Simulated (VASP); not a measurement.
# Sr2TiBiO6 (Fm-3m) in VASP: single point with PBE

Aim: the single point of Sr2TiBiO6 with PBE.

All numbers are computed with VASP 6.6.1; they aren't measurements. Logs are shortened: lines on timing, memory, paths and dates and some standing lists are left out, and cuts for length are marked.

### 1 The cell of the first run

Symmetry: Fm-3m, No. 225, cubic system. Conventional cell: a = 8.321 Å, b = 8.321 Å, c = 8.321 Å, α = 90.00°, β = 90.00°, γ = 90.00°. Sr (site symmetry -43m) has 12 O at 2.94 Å and 4 Ti at 3.60 Å and 4 Bi at 3.60 Å within 3.9 Å. Within 2.6 Å of Ti (site symmetry m-3m) lie 6 O at 1.96 Å. Within 2.9 Å of Bi (site symmetry m-3m) lie 6 O at 2.20 Å. O (site symmetry 4mm) has 1 Ti at 1.96 Å and 1 Bi at 2.20 Å within 2.6 Å.

### 2 Single point, PBE

Input file INCAR:

```
SYSTEM = Sr2TiBiO6
PREC     = Accurate       ! precision mode
ENCUT    = 520            ! plane-wave cutoff, eV
EDIFF    = 1E-6           ! SCF threshold, eV
ISMEAR   = 1              ! smearing method
SIGMA    = 0.15           ! smearing width, eV
LREAL    = .FALSE.        ! projectors in reciprocal space
LASPH    = .TRUE.         ! aspherical terms in the spheres
NELM     = 100            ! most SCF steps
ALGO     = Normal         ! electronic algorithm
ISIF     = 2              ! what is computed and relaxed
LWAVE    = .FALSE.        ! write WAVECAR
LCHARG   = .TRUE.         ! write CHGCAR
GGA      = PE             ! functional
LELF     = .TRUE.         ! ELF
LVHAR    = .TRUE.       
NBANDS   = 52             ! bands
```

Input file KPOINTS:

```
regular mesh
0
G
  5 5 5
  0 0 0
```

Input file POSCAR:

```
Sr2TiBiO6
1.0
    0.0000000000      4.1605360000      4.1605360000
    4.1605360000      0.0000000000      4.1605360000
    4.1605360000      4.1605360000      0.0000000000
Sr Ti Bi O
2 1 1 6
Direct
    0.2500000000      0.2500000000      0.2500000000
    0.7500000000      0.7500000000      0.7500000000
    0.5000000000      0.5000000000      0.5000000000
    0.0000000000      0.0000000000      0.0000000000
    0.7359030000      0.2640970000      0.2640970000
    0.2640970000      0.7359030000      0.7359030000
    0.2640970000      0.7359030000      0.2640970000
    0.7359030000      0.2640970000      0.7359030000
    0.2640970000      0.2640970000      0.7359030000
    0.7359030000      0.7359030000      0.2640970000
```

Potentials or basis: VASP PAW PBE potentials, release 64 (Sr_sv, Ti_sv, Bi_d, O).

Run with:

```bash
cat potpaw_PBE.64/Sr_sv/POTCAR potpaw_PBE.64/Ti_sv/POTCAR potpaw_PBE.64/Bi_d/POTCAR potpaw_PBE.64/O/POTCAR > POTCAR
mpirun -np 1 vasp_std > vasp.out
```

OUTCAR:

```text
SYSTEM = Sr2TiBiO6
   PREC = Accurate
   ENCUT = 520
   EDIFF = 1E-6
   ISMEAR = 1
   LREAL = .FALSE.
   LASPH = .TRUE.
   NELM = 100
   ISIF = 2
   GGA = PE

 ion  position               nearest neighbor table
   1  0.250  0.250  0.250-   5 2.94   7 2.94   9 2.94   6 2.94   8 2.94   9 2.94   6 2.94   7 2.94
                            10 2.94   5 2.94   8 2.94  10 2.94   4 3.60   4 3.60   3 3.60   4 3.60
   2  0.750  0.750  0.750-   6 2.94   7 2.94   9 2.94   5 2.94   8 2.94   9 2.94   5 2.94   7 2.94
                            10 2.94   6 2.94   8 2.94  10 2.94   3 3.60   3 3.60   3 3.60   4 3.60
   3  0.500  0.500  0.500-   5 1.96   6 1.96   7 1.96   8 1.96   9 1.96  10 1.96   1 3.60   1 3.60
                             1 3.60   2 3.60   2 3.60   2 3.60   2 3.60   1 3.60
   4  0.000  0.000  0.000-   5 2.20   6 2.20   7 2.20   8 2.20   9 2.20  10 2.20   2 3.60   2 3.60
                             2 3.60   1 3.60   1 3.60   1 3.60   2 3.60   1 3.60
   5  0.736  0.264  0.264-   3 1.96   4 2.20   1 2.94   1 2.94   2 2.94   2 2.94
   6  0.264  0.736  0.736-   3 1.96   4 2.20   2 2.94   1 2.94   1 2.94   2 2.94
   7  0.264  0.736  0.264-   3 1.96   4 2.20   1 2.94   1 2.94   2 2.94   2 2.94
   8  0.736  0.264  0.736-   3 1.96   4 2.20   2 2.94   1 2.94   1 2.94   2 2.94
   9  0.264  0.264  0.736-   3 1.96   4 2.20   1 2.94   1 2.94   2 2.94   2 2.94
  10  0.736  0.736  0.264-   3 1.96   4 2.20   2 2.94   1 2.94   1 2.94   2 2.94

  LATTYP: Found a face centered cubic cell.
 ALAT       =     8.3210720000

  Lattice vectors:

 A1 = (   0.0000000000,   4.1605360000,   4.1605360000)
 A2 = (   4.1605360000,   0.0000000000,   4.1605360000)
 A3 = (   4.1605360000,   4.1605360000,   0.0000000000)

Analysis of symmetry for initial positions (statically):
=====================================================================
 Subroutine PRICEL returns:
 Original cell was already a primitive cell.

 Routine SETGRP: Setting up the symmetry group for a
 face centered cubic supercell.

 Subroutine GETGRP returns: Found 48 space group operations
 (whereof 48 operations were pure point group operations)
 out of a pool of 48 trial point group operations.

The static configuration has the point symmetry O_h .

Analysis of symmetry for dynamics (positions and initial velocities):
=====================================================================
 Subroutine PRICEL returns:
 Original cell was already a primitive cell.

 Routine SETGRP: Setting up the symmetry group for a
 face centered cubic supercell.

 Subroutine GETGRP returns: Found 48 space group operations
 (whereof 48 operations were pure point group operations)
 out of a pool of 48 trial point group operations.

The dynamic configuration has the point symmetry O_h .

 Subroutine INISYM returns: Found 48 space group operations
 (whereof 48 operations are pure point group operations),
 and found     1 'primitive' translations

----------------------------------------------------------------------------------------

                                     Primitive cell

  volume of cell :     144.0383

  direct lattice vectors                    reciprocal lattice vectors
     0.000000000  4.160536000  4.160536000    -0.120176823  0.120176823  0.120176823
     4.160536000  0.000000000  4.160536000     0.120176823 -0.120176823  0.120176823
     4.160536000  4.160536000  0.000000000     0.120176823  0.120176823 -0.120176823

  length of vectors
     5.883886438  5.883886438  5.883886438     0.208152364  0.208152364  0.208152364

  position of ions in fractional coordinates (direct lattice)
     0.250000000  0.250000000  0.250000000
     0.750000000  0.750000000  0.750000000
     0.500000000  0.500000000  0.500000000
     0.000000000  0.000000000  0.000000000
     0.735903000  0.264097000  0.264097000
     0.264097000  0.735903000  0.735903000
     0.264097000  0.735903000  0.264097000
     0.735903000  0.264097000  0.735903000
     0.264097000  0.264097000  0.735903000
     0.735903000  0.735903000  0.264097000

  ion indices of the primitive-cell ions
   primitive index   ion index
                 1           1
                 2           2
                 3           3
                 4           4
                 5           5
                 6           6
                 7           7
                 8           8
                 9           9
                10          10

----------------------------------------------------------------------------------------

 KPOINTS: regular mesh

Automatic generation of k-mesh.
 Grid dimensions read from file:
 generate k-points for:    5    5    5

 Generating k-lattice:

  Cartesian coordinates                     Fractional coordinates (reciprocal lattice)
    -0.024035365  0.024035365  0.024035365     0.200000000  0.000000000  0.000000000
     0.024035365 -0.024035365  0.024035365     0.000000000  0.200000000  0.000000000
     0.024035365  0.024035365 -0.024035365     0.000000000  0.000000000  0.200000000

  Length of vectors
     0.041630473  0.041630473  0.041630473

  Shift w.r.t. Gamma in fractional coordinates (k-lattice)
     0.000000000  0.000000000  0.000000000

 Subroutine IBZKPT returns following result:
 ===========================================

 Found     10 irreducible k-points:

 Following reciprocal coordinates:
            Coordinates               Weight
  0.000000  0.000000  0.000000      1.000000
  0.200000  0.000000  0.000000      8.000000
  0.400000  0.000000  0.000000      8.000000
  0.200000  0.200000  0.000000      6.000000
  0.400000  0.200000  0.000000     24.000000
 -0.400000  0.200000  0.000000     24.000000
 -0.200000  0.200000  0.000000     12.000000
  0.400000  0.400000  0.000000      6.000000
 -0.400000  0.400000  0.000000     12.000000
 -0.400000  0.400000  0.200000     24.000000
   k-points           NKPTS =     10   k-points in BZ     NKDIM =     10   number of bands    NBANDS=     52
   number of dos      NEDOS =    301   number of ions     NIONS =     10
   total plane-waves  NPLWV = 110592
   dimension x,y,z NGX =    48 NGY =   48 NGZ =   48
   dimension x,y,z NGXF=    96 NGYF=   96 NGZF=   96
   ions per type =               2   1   1   6
   NGX,Y,Z   is equivalent  to a cutoff of  13.56, 13.56, 13.56 a.u.
   NGXF,Y,Z  is equivalent  to a cutoff of  27.12, 27.12, 27.12 a.u.
 SYSTEM =  Sr2TiBiO6
   PREC   = accura    normal or accurate (medium, high low for compatibility)
   ISTART =      0    job   : 0-new  1-cont  2-samecut
   ICHARG =      2    charge: 1-file 2-atom 10-const
   ISPIN  =      1    spin polarized calculation?
   LNONCOLLINEAR =      F non collinear calculations
   LSORBIT =      F    spin-orbit coupling
   LASPH  =      T    aspherical Exc in radial PAW
   ENCUT  =  520.0 eV  38.22 Ry    6.18 a.u.  10.94 10.94 10.94*2*pi/ulx,y,z
   NELM   =    100;   NELMIN=  2; NELMDL= -5     # of ELM steps
   EDIFF  = 0.1E-05   stopping-criterion for ELM
   LREAL  =      F    real-space projection
   EDIFFG = 0.1E-04   stopping-criterion for IOM
   NSW    =      0    number of steps for IOM
   IBRION =     -1    ionic relax: 0-MD 1-quasi-New 2-CG
   NFREE  =      0    steps in history (QN), initial steepest desc. (CG)
   ISIF   =      2    stress and relaxation
   ISYM   =      2    0-nonsym 1-usesym 2-fastsym
   POTIM  = 0.5000    time-step for ionic-motion
   TEBEG  =    0.0;   TEEND  =   0.0 temperature during run
   PSTRESS=    0.0 pullay stress
   NELECT =      83.0000    total number of electrons
   NUPDOWN=      -1.0000    fix difference up-down
   EMIN   =  10.00;   EMAX   =-10.00  energy-range for DOS
   EFERMI =   0.00;   METHOD = LEGACY
   ISMEAR =     1;   SIGMA  =   0.15  broadening in eV -4-tet -1-fermi 0-gaus
   EFERMI_NEDOS =   21; number of points for ismear=-14 and -15
   IALGO  =     38    algorithm
   IMIX   =      4    mixing-type and parameters
     AMIX     =   0.40;   BMIX     =  1.00
     AMIX_MAG =   1.60;   BMIX_MAG =  1.00
  volume/ion in A,a.u.               =      14.40        97.20
  Fermi-wavevector in a.u.,A,eV,Ry     =   1.362307  2.574386 25.250776  1.855880
  Thomas-Fermi vector in A             =   2.488808
   LORBIT       =      0    0 simple, 1 ext, 2 COOP (PROOUT), +10 PAW based schemes
   GGA     = PE    functional components
   LHFCALC =     F    Hartree Fock is set to
   AEXX    =    0.0000 exact exchange contribution
   IVDW    =     0    specifies the selected vdW correction
   LEPSILON=     F    determine dielectric tensor
   LRPA    =     F    only Hartree local field effects (RPA)
 non-spin polarized calculation
 Methfessel and Paxton  Order N= 1 SIGMA  =   0.15
  energy-cutoff  :      520.00
  volume of cell :      144.04
 maximum number of plane-waves:      3904
 NGX is ok and might be reduce to    48
   NGX = 21   NGY = 21   NGZ = 21

 number of electron      82.9999986 magnetization

 Free energy of the ion-electron system (eV)
  ---------------------------------------------------
  ext. energy  EPLUGINS =         0.00000000
  ---------------------------------------------------
  free energy    TOTEN  =       -68.39383897 eV

  energy without entropy =      -68.38826921  energy(sigma->0) =      -68.39198239

 E-fermi :   4.9067     XC(G=0): -10.5359

 val. band max:        4.8516915210   @ k =   0.2000   0.2000   0.0000
 cond. band min:       4.9144314288   @ k =   0.4000   0.2000   0.0000
 fundamental gap:      0.0627399078
 Fermi energy:         4.9067244643

 k-point     1 :       0.0000    0.0000    0.0000
  band No.  band energies     occupation
      1     -52.5780      2.00000
      2     -29.8895      2.00000
      3     -29.8661      2.00000
      4     -28.8453      2.00000
      5     -28.8453      2.00000
      6     -28.8453      2.00000
[... 44 lines left out ...]
     51       8.8508      0.00000
     52      10.2938      0.00000
[... 493 lines left out ...]
     51      10.7631      0.00000
     52      10.7987      0.00000

------------------------ aborting loop because EDIFF is reached ----------------------------------------

  FORCE on cell =-STRESS in cart. coord.  units (eV):
  Direction    XX          YY          ZZ          XY          YZ          ZX
  --------------------------------------------------------------------------------------
  -------------------------------------------------------------------------------------
  Total       -0.3419497     -0.3419497     -0.3419497      0.0000000      0.0000000     -0.0000000
  in kB       -3.8036009     -3.8036009     -3.8036009      0.0000000      0.0000000     -0.0000000
  external PRESSURE =      -3.8036009 kB  Pullay stress =       0.0000000 kB

 VOLUME and BASIS-vectors are now :
 -----------------------------------------------------------------------------
  energy-cutoff  :      520.00
  volume of cell :      144.04
      direct lattice vectors                 reciprocal lattice vectors
     0.000000000  4.160536000  4.160536000    -0.120176823  0.120176823  0.120176823
     4.160536000  0.000000000  4.160536000     0.120176823 -0.120176823  0.120176823
     4.160536000  4.160536000  0.000000000     0.120176823  0.120176823 -0.120176823

 POSITION                                       TOTAL-FORCE (eV/Angst)
 -----------------------------------------------------------------------------------
      2.08027      2.08027      2.08027        -0.000000      0.000000     -0.000000
      6.24080      6.24080      6.24080        -0.000000      0.000000     -0.000000
      4.16054      4.16054      4.16054         0.000000     -0.000000     -0.000000
      0.00000      0.00000      0.00000        -0.000000      0.000000     -0.000000
      2.19757      4.16054      4.16054        -0.017063      0.000000     -0.000000
      6.12350      4.16054      4.16054         0.017063      0.000000     -0.000000
      4.16054      2.19757      4.16054         0.000000     -0.017063     -0.000000
      4.16054      6.12350      4.16054         0.000000      0.017063     -0.000000
      4.16054      4.16054      2.19757         0.000000      0.000000     -0.017063
      4.16054      4.16054      6.12350         0.000000      0.000000      0.017063
 -----------------------------------------------------------------------------------
    total drift:                               -0.000000     -0.000000     -0.000000

  FREE ENERGIE OF THE ION-ELECTRON SYSTEM (eV)
  ---------------------------------------------------
  free  energy   TOTEN  =       -68.3938389738 eV

  energy  without entropy=      -68.3882692099  energy(sigma->0) =      -68.39198239
```

It took 4.3 min on 1 thread of Intel Xeon 8259CL, shared host; peak memory 0.36 GiB.

Results:

| Item | Value |
| --- | --- |
| Free energy | -68.3938 eV |
| Pressure | -0.4 GPa |
| Largest force | 0.017 eV/Å |
| Band gap on the k mesh | zero (an odd number of electrons rules out a gap without spin polarisation) |

Forces in eV/Å, atoms in the order of the input:
```
Sr   0.000  0.000  0.000
Sr   0.000  0.000  0.000
Ti   0.000  0.000  0.000
Bi   0.000  0.000  0.000
O   -0.017  0.000  0.000
O    0.017  0.000  0.000
O    0.000 -0.017  0.000
O    0.000  0.017  0.000
O    0.000  0.000 -0.017
O    0.000  0.000  0.017
```

Caveat: spin-orbit coupling is left out, which moves the levels of the heavy elements; an odd number of electrons without spin polarisation forces a metal; a magnetic or distorted state may lie lower; semilocal functionals often make such compounds metallic where correlation or magnetic order opens a gap, which also shifts bond lengths.
